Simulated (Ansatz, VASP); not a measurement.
# One calculation of Si, two programs

```
CELL_PARAMETERS angstrom
0.00000 2.69724 2.69724
2.69724 0.00000 2.69724
2.69724 2.69724 0.00000
ATOMIC_POSITIONS crystal
Si 0.50000 0.50000 0.50000
Si 0.75000 0.75000 0.75000
```

Change from the starting cell: volume scaled by 0.98, crystal datasets.

Alike in both runs: task electric field gradients; functional LDA; k mesh 12 × 12 × 12; occupations fermi-dirac, width 0.08 eV; no spin polarisation.

|  | VASP | Ansatz |
| --- | --- | --- |
| version | VASP 6.6.1 | Ansatz 0.2.0 |
| potentials or method | VASP PAW LDA potentials, release 64 (Si), cutoff 520 eV | all-electron PAW with datasets made for the crystal, scalar-relativistic |

|  | VASP | Ansatz | Ansatz less VASP |
| --- | --- | --- | --- |
| pressure (GPa) | 0.4 | 0.3 | -0.11 |

LDA's correlation is that of Perdew and Zunger in VASP and of Perdew and Wang (1992) in Ansatz. Ansatz ran all-electron here, and VASP with PAW potentials.
